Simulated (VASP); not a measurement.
# B18N19 (a cell with a defect) in VASP: single point with r2SCAN+D3(BJ)

Aim: the single point of B18N19 (a cell with a defect) with r2SCAN+D3(BJ).

Everything below comes from runs of VASP 6.6.1. Logs are shortened: lines on timing, memory, paths and dates and some standing lists are left out, and cuts for length are marked.

## 1. The cell of the first run

The cell holds a defect, 37 atoms: a = 7.506 Å, b = 7.506 Å, c = 6.855 Å, α = 90.00°, β = 90.00°, γ = 120.00°.

## 2. Single point, r2SCAN+D3(BJ), collinear spin

File POSCAR:

```
B18N19
1.0
    7.5056650000      0.0000000000      0.0000000000
   -3.7528330000      6.5000970000      0.0000000000
    0.0000000000      0.0000000000      6.8546160000
B N
18 19
Direct
   -0.0037382366      0.0040614779      0.7605094144
    0.0112382737      0.0113382923      0.2478913480
   -0.0162870254      0.3272874236      0.7583356967
   -0.0032821208      0.3435179506      0.2484894850
   -0.0017821153      0.6831436515      0.7578105032
   -0.0039361173      0.6769437441      0.2363370902
    0.3187427886     -0.0139690223      0.7680809545
    0.3301597587      0.0025230393      0.2203624536
    0.3220560582      0.3125491820      0.7628873740
    0.3455215777      0.3517793658      0.2337986548
    0.3244848844      0.6432673235      0.7611075515
    0.3275404251      0.6734668729      0.2076410991
    0.6563518036     -0.0100306195      0.7603343499
    0.6716156865     -0.0016461293      0.2046795911
    0.6584280630      0.3317335111      0.7807001880
    0.6684473893      0.3351180759      0.3112501123
    0.6615773023      0.6622670400      0.7783368171
    0.6670029594      0.6595286193      0.2534058801
    0.2243933218      0.1211674226      0.2570822348
    0.0980435053      0.2233197443      0.7442138261
    0.2240413423      0.4537316905      0.2220109777
    0.1042188125      0.5500994831      0.7759588575
    0.2177369581      0.7891266853      0.2088957281
    0.1093312975      0.8878636734      0.7455997535
    0.5562651442      0.1168290258      0.1985960993
    0.4370527524      0.2085815027      0.7667533820
    0.5545410844      0.4472087109      0.2690741538
    0.4420328818      0.5431765095      0.7724429786
    0.5579910592      0.7803422010      0.2154022924
    0.4344838603      0.8704331643      0.7620266402
    0.8888362270      0.1174597856      0.2421871626
    0.7688572111      0.2174582933      0.7709841076
    0.8929174454      0.4545470629      0.2886230243
    0.7736985742      0.5454072455      0.7637772853
    0.8909707957      0.7871728683      0.2640118717
    0.7797847336      0.8874636794      0.7717573092
    0.5565969661      0.1314288079      0.4467646328
```

File INCAR.step1:

```
PREC     = Accurate       # precision mode
ENCUT    = 520            # plane-wave cutoff, eV
ISMEAR   = -1             # smearing method
SIGMA    = 0.02           # smearing width, eV
LREAL    = Auto         
LASPH    = True           # aspherical terms in the spheres
NELM     = 150            # most SCF steps
ISPIN    = 2              # spin polarisation
MAGMOM   = 0 0 0 0 0 0 0 0 0 0 0 0 0 0 0 0 0 0 0 0 0 0 0 0 0 0 0 0 0 0 0 0 0 0 0 0 0.49 # initial moments
NBANDS   = 102            # bands
GGA      = PE             # functional
ALGO     = Normal         # electronic algorithm
EDIFF    = 1E-4           # SCF threshold, eV
LWAVE    = True           # write WAVECAR
LCHARG   = False          # write CHGCAR
```

File INCAR.step2:

```
PREC     = Accurate       # precision mode
ENCUT    = 520            # plane-wave cutoff, eV
EDIFF    = 1E-6           # SCF threshold, eV
ISMEAR   = -1             # smearing method
SIGMA    = 0.02           # smearing width, eV
LREAL    = Auto         
LASPH    = True           # aspherical terms in the spheres
NELM     = 150            # most SCF steps
ALGO     = Normal         # electronic algorithm
ISIF     = 2              # what is computed and relaxed
LWAVE    = False          # write WAVECAR
LCHARG   = False          # write CHGCAR
ISPIN    = 2              # spin polarisation
MAGMOM   = 0 0 0 0 0 0 0 0 0 0 0 0 0 0 0 0 0 0 0 0 0 0 0 0 0 0 0 0 0 0 0 0 0 0 0 0 0.49 # initial moments
LORBIT   = 11             # projections on sites
METAGGA  = R2SCAN         # meta-GGA
LMIXTAU  = True         
IVDW     = 12             # dispersion correction
VDW_S6   = 1.0          
VDW_S8   = 0.78981345   
VDW_A1   = 0.49484001   
VDW_A2   = 5.73083694   
NBANDS   = 102            # bands
ISTART   = 1
```

File KPOINTS:

```
Automatic mesh
0
Gamma
  2 2 1
```

Potentials or basis: VASP PAW PBE potentials, release 64 (B, N).

Run with:

```console
> cat potpaw_PBE.64/B/POTCAR potpaw_PBE.64/N/POTCAR > POTCAR
> cp INCAR.step1 INCAR
> mpirun -np 1 vasp_std > vasp.out
> cp INCAR.step2 INCAR
> mpirun -np 1 vasp_std > vasp.out
```

OUTCAR:

```text
PREC = Accurate
   ENCUT = 520
   EDIFF = 1E-6
   ISMEAR = -1
   LREAL = Auto
   LASPH = True
   NELM = 150
   ISIF = 2
   ISPIN = 2
   LORBIT = 11
   METAGGA = R2SCAN
   IVDW = 12
   ISTART = 1
 IVDW          = 12

 ion  position               nearest neighbor table
   1  0.996  0.004  0.761-  36 1.41  20 1.43  24 1.49
   2  0.011  0.011  0.248-  19 1.39  35 1.46  31 1.49
   3  0.984  0.327  0.758-  32 1.40  20 1.42  22 1.45
   4  0.997  0.344  0.248-  33 1.42  31 1.47  21 1.49
   5  0.998  0.683  0.758-  24 1.33  34 1.47  22 1.56
   6  0.996  0.677  0.236-  35 1.41  23 1.45  33 1.49
   7  0.319  0.986  0.768-  24 1.37  26 1.45  30 1.50
   8  0.330  0.003  0.220-  23 1.39  25 1.48  19 1.48
   9  0.322  0.313  0.763-  26 1.42  20 1.47  28 1.50
  10  0.346  0.352  0.234-  27 1.38  21 1.46  19 1.51
  11  0.324  0.643  0.761-  28 1.42  22 1.44  30 1.48
  12  0.328  0.673  0.208-  21 1.43  23 1.47  29 1.50
  13  0.656  0.990  0.760-  30 1.44  36 1.47  32 1.48
  14  0.672  0.998  0.205-  29 1.42  31 1.44  25 1.52
  15  0.658  0.332  0.781-  34 1.40  26 1.45  32 1.46
  16  0.668  0.335  0.311-  33 1.47  27 1.50  25 1.62  37 1.62
  17  0.662  0.662  0.778-  28 1.43  36 1.47  34 1.49
  18  0.667  0.660  0.253-  27 1.39  35 1.46  29 1.52
  19  0.224  0.121  0.257-   2 1.39   8 1.48  10 1.51
  20  0.098  0.223  0.744-   3 1.42   1 1.43   9 1.47
  21  0.224  0.454  0.222-  12 1.43  10 1.46   4 1.49
  22  0.104  0.550  0.776-  11 1.44   3 1.45   5 1.56
  23  0.218  0.789  0.209-   8 1.39   6 1.45  12 1.47
  24  0.109  0.888  0.746-   5 1.33   7 1.37   1 1.49
  25  0.556  0.117  0.199-   8 1.48  14 1.52  16 1.62  37 1.70
  26  0.437  0.209  0.767-   9 1.42  15 1.45   7 1.45
  27  0.555  0.447  0.269-  10 1.38  18 1.39  16 1.50
  28  0.442  0.543  0.772-  11 1.42  17 1.43   9 1.50
  29  0.558  0.780  0.215-  14 1.42  12 1.50  18 1.52
  30  0.434  0.870  0.762-  13 1.44  11 1.48   7 1.50
  31  0.889  0.117  0.242-  14 1.44   4 1.47   2 1.49
  32  0.769  0.217  0.771-   3 1.40  15 1.46  13 1.48
  33  0.893  0.455  0.289-   4 1.42  16 1.47   6 1.49
  34  0.774  0.545  0.764-  15 1.40   5 1.47  17 1.49
  35  0.891  0.787  0.264-   6 1.41  18 1.46   2 1.46
  36  0.780  0.887  0.772-   1 1.41  17 1.47  13 1.47
  37  0.557  0.131  0.447-  16 1.62  25 1.70

  LATTYP: Found a hexagonal cell.
 ALAT       =     7.5056650000
 C/A-ratio  =     0.9132589850

  Lattice vectors:

 A1 = (   7.5056650000,   0.0000000000,   0.0000000000)
 A2 = (  -3.7528330000,   6.5000970000,   0.0000000000)
 A3 = (   0.0000000000,   0.0000000000,   6.8546160000)

Analysis of symmetry for initial positions (statically):
=====================================================================
 Subroutine PRICEL returns:
 Original cell was already a primitive cell.

 Routine SETGRP: Setting up the symmetry group for a
 hexagonal supercell.

 Subroutine GETGRP returns: Found  1 space group operations
 (whereof  1 operations were pure point group operations)
 out of a pool of 24 trial point group operations.

The static configuration has the point symmetry C_1 .

Analysis of symmetry for dynamics (positions and initial velocities):
=====================================================================
 Subroutine PRICEL returns:
 Original cell was already a primitive cell.

 Routine SETGRP: Setting up the symmetry group for a
 hexagonal supercell.

 Subroutine GETGRP returns: Found  1 space group operations
 (whereof  1 operations were pure point group operations)
 out of a pool of 24 trial point group operations.

The dynamic configuration has the point symmetry C_1 .

Analysis of structural, dynamic, and magnetic symmetry:
=====================================================================
 Subroutine PRICEL returns:
 Original cell was already a primitive cell.

 Routine SETGRP: Setting up the symmetry group for a
 hexagonal supercell.

[... 147 lines left out ...]
   ISPIN  =      2    spin polarized calculation?
   LNONCOLLINEAR =      F non collinear calculations
   LSORBIT =      F    spin-orbit coupling
   LASPH  =      T    aspherical Exc in radial PAW
   ENCUT  =  520.0 eV  38.22 Ry    6.18 a.u.  13.96 13.96 12.75*2*pi/ulx,y,z
   NELM   =    150;   NELMIN=  2; NELMDL=  0     # of ELM steps
   EDIFF  = 0.1E-05   stopping-criterion for ELM
   LREAL  =      T    real-space projection
   EDIFFG = 0.1E-04   stopping-criterion for IOM
   NSW    =      0    number of steps for IOM
   IBRION =     -1    ionic relax: 0-MD 1-quasi-New 2-CG
   NFREE  =      0    steps in history (QN), initial steepest desc. (CG)
   ISIF   =      2    stress and relaxation
   ISYM   =      2    0-nonsym 1-usesym 2-fastsym
   POTIM  = 0.5000    time-step for ionic-motion
   TEBEG  =    0.0;   TEEND  =   0.0 temperature during run
   PSTRESS=    0.0 pullay stress
   NELECT =     149.0000    total number of electrons
   NUPDOWN=      -1.0000    fix difference up-down
   EMIN   =  10.00;   EMAX   =-10.00  energy-range for DOS
   EFERMI =   0.00;   METHOD = LEGACY
   ISMEAR =    -1;   SIGMA  =   0.02  broadening in eV -4-tet -1-fermi 0-gaus
   EFERMI_NEDOS =   21; number of points for ismear=-14 and -15
   IALGO  =     38    algorithm
   IMIX   =      4    mixing-type and parameters
     AMIX     =   0.40;   BMIX     =  1.00
     AMIX_MAG =   1.60;   BMIX_MAG =  1.00
  volume/ion in A,a.u.               =       9.04        60.99
  Fermi-wavevector in a.u.,A,eV,Ry     =   1.250373  2.362862 21.271788  1.563432
  Thomas-Fermi vector in A             =   2.384370
   LORBIT       =     11    0 simple, 1 ext, 2 COOP (PROOUT), +10 PAW based schemes
   METAGGA = R2SCAN    functional components
   LHFCALC =     F    Hartree Fock is set to
   AEXX    =    0.0000 exact exchange contribution
   IVDW    =    12    specifies the selected vdW correction
   LEPSILON=     F    determine dielectric tensor
   LRPA    =     F    only Hartree local field effects (RPA)
 spin polarized calculation
  energy-cutoff  :      520.00
  volume of cell :      334.42
 maximum number of plane-waves:      9034
 NGX is ok and might be reduce to    56
   NGX = 27   NGY = 27   NGZ = 25

 number of electron     148.9999997 magnetization       0.9999999

 Free energy of the ion-electron system (eV)
  ---------------------------------------------------
  ext. energy  EPLUGINS =         0.00000000
  ---------------------------------------------------
  free energy    TOTEN  =      -347.92245850 eV

  energy without entropy =     -347.92245850  energy(sigma->0) =     -347.92245850

 E-fermi :   2.9025     XC(G=0): -10.7302

 val. band max:        2.3635001873   @ k =   0.0000   0.5000   0.0000
 cond. band min:       4.1449991163   @ k =   0.5000   0.5000   0.0000
 fundamental gap:      1.7814989290
 Fermi energy:         2.9024515961

 spin component 1

 k-point     1 :       0.0000    0.0000    0.0000
  band No.  band energies     occupation
      1     -17.4941      1.00000
      2     -16.7215      1.00000
      3     -15.9705      1.00000
      4     -15.2792      1.00000
      5     -14.9932      1.00000
      6     -14.8865      1.00000
[... 345 lines left out ...]
     85       9.0020      0.00000
     86       9.2094      0.00000
 Fermi energy:         2.9024515961

 spin component 2

 k-point     1 :       0.0000    0.0000    0.0000
  band No.  band energies     occupation
      1     -17.2660      1.00000
      2     -16.7043      1.00000
      3     -15.8265      1.00000
      4     -15.2720      1.00000
      5     -14.9781      1.00000
      6     -14.8672      1.00000
[... 345 lines left out ...]
     85       9.0168      0.00000
     86       9.2897      0.00000
 [bands above 86 left out]

------------------------ aborting loop because EDIFF is reached ----------------------------------------

 Edisp (eV)   -2.51137

 E8    (eV) :    -0.5409

  FORCE on cell =-STRESS in cart. coord.  units (eV):
  Direction    XX          YY          ZZ          XY          YZ          ZX
  --------------------------------------------------------------------------------------
  -------------------------------------------------------------------------------------
  Total      -4.46225    -2.00977     0.77192     4.41302     1.81458    -0.05476
  in kB     -21.37826    -9.62865     3.69821    21.14241     8.69349    -0.26237
  external pressure =       -9.10 kB  Pullay stress =        0.00 kB

 VOLUME and BASIS-vectors are now :
 -----------------------------------------------------------------------------
  energy-cutoff  :      520.00
  volume of cell :      334.42
      direct lattice vectors                 reciprocal lattice vectors
     7.505665000  0.000000000  0.000000000     0.133232698  0.076921939  0.000000000
    -3.752833000  6.500097000  0.000000000     0.000000000  0.153843858  0.000000000
     0.000000000  0.000000000  6.854616000     0.000000000  0.000000000  0.145887093

 POSITION                                       TOTAL-FORCE (eV/Angst)
 -----------------------------------------------------------------------------------
      7.46237      0.02640      5.21300         0.343127     -0.497847     -0.966994
      0.04180      0.07370      1.69920        -3.079180     -0.638190      0.600944
      6.15516      2.12740      5.19810         0.747640      1.989568      0.626366
      6.19186      2.23290      1.70330         1.411060     -0.467876     -0.008111
      4.92857      4.44050      5.19450         2.160071     -7.419408      0.582062
      4.93567      4.40020      1.62000         1.110825     -1.327734      2.048890
[... 29 lines left out ...]
      2.52230      5.76860      5.29010        -1.845555     -1.092588     -0.071251
      3.68440      0.85430      3.06240         0.177176      1.716147     -2.267832
 -----------------------------------------------------------------------------------
    total drift:                                0.007851     -0.000788     -0.000496

  FREE ENERGIE OF THE ION-ELECTRON SYSTEM (eV)
  ---------------------------------------------------
  free  energy   TOTEN  =      -350.4338259846 eV

  energy  without entropy=     -350.4338259846  energy(sigma->0) =     -350.43382598

 total charge

# of ion       s       p       d       tot
------------------------------------------
    1        0.749   1.413   0.000   2.162
    2        0.748   1.412   0.000   2.159
    3        0.762   1.462   0.000   2.224
    4        0.733   1.363   0.000   2.096
    5        0.753   1.404   0.000   2.157
    6        0.741   1.392   0.000   2.132
[... 29 lines left out ...]
   36        1.237   2.819   0.000   4.056
   37        1.356   2.165   0.000   3.522
--------------------------------------------------
tot         36.999  77.715   0.000 114.714

 magnetization (x)

# of ion       s       p       d       tot
------------------------------------------
    1       -0.000  -0.000   0.000  -0.000
    2       -0.000  -0.000   0.000  -0.001
    3       -0.000   0.000   0.000   0.000
    4       -0.000   0.000   0.000   0.000
    5       -0.000  -0.000   0.000  -0.000
    6        0.000  -0.001   0.000  -0.001
[... 29 lines left out ...]
   36       -0.000  -0.000   0.000  -0.000
   37        0.020   0.590   0.000   0.610
--------------------------------------------------
tot          0.026   0.698   0.000   0.725
```

Wall time 40 min (1 thread of Oxide Virtual Turin-like, shared host); peak memory 0.7 GiB.

Results:

* Free energy: -350.4338 eV
* Pressure: -0.9 GPa
* Largest force: 7.749 eV/Å
* Band gap on the k mesh: 1.78 eV
* Net moment: 1.00 μB per cell
* Site moments: B -0.00, +0.00, -0.02 (each value once); N +0.02, +0.00, +0.01, -0.00, +0.03, +0.61 (each value once) μB
* Valence electrons inside the program's atomic spheres: B 2.16, 2.22, 2.10, 2.13, 2.18, 2.14, 2.09, 2.15, 2.08, 2.11, 2.03 (each value once); N 4.04, 4.07, 4.03, 4.00, 4.08, 4.17, 3.89, 4.12, 4.06, 4.01, 4.05, 3.52 (each value once)
* Dispersion energy per atom: -0.068 eV

Forces on the atoms (eV/Å):
```
B    0.343 -0.498 -0.967
B   -3.079 -0.638  0.601
B    0.748  1.990  0.626
B    1.411 -0.468 -0.008
B    2.160 -7.419  0.582
B    1.111 -1.328  2.049
B    4.456  0.486 -1.021
B   -1.119  1.599  0.422
B   -1.093  2.807 -0.353
B   -2.336 -2.477  1.312
B   -1.348  2.164  0.826
B    1.424  0.584  0.488
B    0.097  0.446  0.635
B   -0.002  0.334  1.102
B    1.528 -1.929 -0.928
B   -0.574 -1.447 -0.668
B    1.261 -0.534 -0.970
B   -1.500  3.520 -0.465
N    2.184  0.909 -1.405
N    2.825 -1.426  0.472
N   -0.690 -0.105 -0.114
N   -1.115  0.583 -1.140
N    0.820 -1.963 -0.442
N   -3.066  2.817  0.537
N    0.663 -0.176  1.266
N   -0.941 -0.025  1.136
N    1.494  0.292  0.312
N   -0.271 -1.384 -0.202
N   -0.472 -1.173 -0.209
N   -0.699  0.646  0.462
N    0.627  0.264 -0.506
N   -1.384 -1.503  0.169
N    0.137  0.969 -1.084
N   -1.700  3.692  0.720
N   -0.233 -0.230 -0.894
N   -1.846 -1.093 -0.071
N    0.177  1.716 -2.268
```

Caveat: the k points lie up to 0.92 Å⁻¹ apart, too coarse for converged energies, forces and pressures; the PAW data sets were made with another functional, which shifts forces and pressure a little.
